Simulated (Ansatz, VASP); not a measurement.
This is a calculation of Ga for VASP 6.6.1.

The input INCAR:

```
ALGO = Fast ; EDIFF = 1E-6
EDIFFG = -0.01 ; ENCUT = 600
GGA = RP ; IBRION = 2
ISIF = 3 ; ISMEAR = -1
LASPH = True ; LCHARG = False
LREAL = False ; LWAVE = False
NELM = 100 ; NSW = 60
PREC = Accurate ; SIGMA = 0.05
```

Contents of KPOINTS:

```
k-points
0
Gamma
  10 8 7
```

POSCAR

```
Ga
1.0
    2.7784220849      0.0000000000      0.0000000000
    0.0000000000      3.2816087900      0.0000000000
   -1.3434310986      0.0000000000      3.9902731763
Ga
2
Direct
    0.1345962700      0.7500000000      0.7701668300
    0.8654037300      0.2500000000      0.2298331700
```

Potentials or basis: VASP PAW PBE potentials, release 64 (Ga_d).

Command:

```sh
$ cat potpaw_PBE.64/Ga_d/POTCAR > POTCAR
$ mpirun -np 1 vasp_std > vasp.out
```

Q: Translate it to Ansatz 0.2.0. Potentials there: Ansatz PAW.

A: As run (the cutoff follows the program's own potentials):

input.yaml

```yaml
crystal:
  lattice:
    - [2.7784220849, 0.0, 0.0]
    - [0.0, 3.28160879, 0.0]
    - [-1.3434310986, 0.0, 3.9902731763]
  atoms:
    - { symbol: Ga, position: [0.13459627, 0.75, 0.77016683] }
    - { symbol: Ga, position: [0.86540373, 0.25, 0.22983317] }
hamiltonian:
  xc: rpbe
  pseudopotentials: { kind: paw }
kpoints:
  mp_grid: { grid: [10, 8, 7] }
scf:
  occupations: { method: fermi_dirac, width: 0.05 }
output:
  forces: true
  stress: true
  eigenvalues: true
relax:
  f_tol: 0.01
  max_steps: 40
  cell: { stress_tol: 0.05 }
```

Potentials or basis: Ansatz PAW.

The run is started by

```bash
$ ansatz run input.yaml --threads 2 --pin off --max-ram 5632MiB --backend cpu --events-out ev --progress --plain --runs-dir out
```

Both were run:

|  | VASP | Ansatz | Ansatz less VASP |
| --- | --- | --- | --- |
| gap on the k mesh at the Fermi level, each at its own relaxed structure (eV) | none | none | - |
| relaxed volume (Å³/atom) | 19.98 | 19.95 | -0.024 |
| relaxed length of the cell vector where the two differ most in proportion (Å) | 3.309 | 3.305 | -0.0040 |

VASP's potentials were made for PBE, not for RPBE. A gap of «none» marks a metal or a gap that the smearing closes.

Noted on Ansatz's run: the plane-wave basis is chosen anew once the cell has moved, so the energies of steps on either side of that aren't comparable.
